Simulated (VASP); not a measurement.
A run of VASP 6.6.1:

INCAR

```
PREC = Accurate
ENCUT = 500
EDIFF = 1E-8
ISMEAR = 0
SIGMA = 0.01
LREAL = False
LASPH = True
NELM = 120
ALGO = Normal
ISIF = 2
LWAVE = False
LCHARG = False
GGA = PS
NBANDS = 11
IBRION = 8
NSW = 1
LEPSILON = True
GGA_COMPAT = False
```

File KPOINTS:

```
regular mesh
0
Gamma
  10 10 10
```

POSCAR

```
BP
1.0
    0.0000000000      2.2600863151      2.2600863151
    2.2600863151      0.0000000000      2.2600863151
    2.2600863151      2.2600863151      0.0000000000
B P
1 1
Direct
    0.0000000000      0.0000000000      0.0000000000
    0.2500000000      0.2500000000      0.2500000000
```

Potentials or basis: VASP PAW PBE potentials, release 64 (B, P).

Launch:

```bash
$ cat potpaw_PBE.64/B/POTCAR potpaw_PBE.64/P/POTCAR > POTCAR
$ mpirun -np 1 vasp_std > vasp.out
```

Hardware: 1 thread of Intel Xeon 6975P-C, on a shared host.

**Question.** Estimate the wall time of this run.

**Answer.** Wall time 120 s on 1 thread of Intel Xeon 6975P-C, on a shared host, peak memory 0.22 GiB. Counts: scf iterations 121, k points 47.
